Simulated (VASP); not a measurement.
Write the native input for VASP 6.6.1 that does the following.

| Property | Result |
| --- | --- |
| Task | single point |
| Functional | r2SCAN |
| Potentials or basis | VASP PAW PBE potentials, release 64 (Br, Si, Se) |
| Cutoff | 550 eV |
| k mesh | 3 × 3 × 3 |
| Occupations | methfessel-paxton, width 0.005 eV |
| Spin | no spin polarisation |
| Dipole correction | no |
| Further INCAR settings | ALGO = Normal; EDIFF = 1e-06; NBANDS = 22 |

The system is SiSe3Br.

```
CELL_PARAMETERS angstrom
3.33156 5.77043 0.00000
-3.33156 5.77043 0.00000
0.00000 0.00000 6.71895
ATOMIC_POSITIONS crystal
Br 0.33330 0.33340 0.49990
Si 0.00000 0.00000 0.33820
Se 0.00000 0.66010 0.23403
Se 0.33990 0.00000 0.23403
Se 0.66010 0.33990 0.23403
```

The input as run:

POSCAR

```
SiSe3Br
1.0
    3.3315600000      5.7704290000      0.0000000000
   -3.3315600000      5.7704290000      0.0000000000
    0.0000000000      0.0000000000      6.7189520000
Br Si Se
1 1 3
Direct
    0.3333000000      0.3334000000      0.4999000000
    0.0000000000      0.0000000000      0.3382000000
    0.0000000000      0.6601000000      0.2340300000
    0.3399000000      0.0000000000      0.2340300000
    0.6601000000      0.3399000000      0.2340300000
```

INCAR.step1

```
PREC = Accurate ; ENCUT = 550
ISMEAR = 1 ; SIGMA = 0.005
LREAL = False ; LASPH = True
NELM = 120 ; NBANDS = 22
GGA = PE ; ALGO = Normal
EDIFF = 1E-5 ; LWAVE = True
LCHARG = False ; GGA_COMPAT = False
```

INCAR.step2

```
PREC = Accurate ; ENCUT = 550
EDIFF = 1E-6 ; ISMEAR = 1
SIGMA = 0.005 ; LREAL = False
LASPH = True ; NELM = 120
ALGO = Normal ; ISIF = 2
LWAVE = False ; LCHARG = False
METAGGA = R2SCAN ; LMIXTAU = True
NBANDS = 22 ; ISTART = 1
GGA_COMPAT = False
```

KPOINTS

```
regular mesh
0
Gamma
  3 3 3
```

Potentials or basis: VASP PAW PBE potentials, release 64 (Br, Si, Se).

The run is started by

```console
$ cat potpaw_PBE.64/Br/POTCAR potpaw_PBE.64/Si/POTCAR potpaw_PBE.64/Se/POTCAR > POTCAR
$ cp INCAR.step1 INCAR
$ mpirun -np 1 vasp_std > vasp.out
$ cp INCAR.step2 INCAR
$ mpirun -np 1 vasp_std > vasp.out
```

Results of the run:

```json
{
  "Pressure": "-2.6 GPa",
  "Largest force": "2.297 eV/Å",
  "Band gap on the k mesh": "zero (an odd number of electrons rules out a gap without spin polarisation)"
}
```

Caveat: the k points lie up to 0.36 Å⁻¹ apart, too coarse for converged energies and pressures of a metal; the PAW data sets were made with another functional, which shifts forces and pressure a little; an odd number of electrons without spin polarisation forces a metal; a magnetic or distorted state may lie lower.

Wall time 7.7 min on 1 thread of Intel Xeon 6975P-C, with other jobs on the host, peak memory 0.48 GiB.
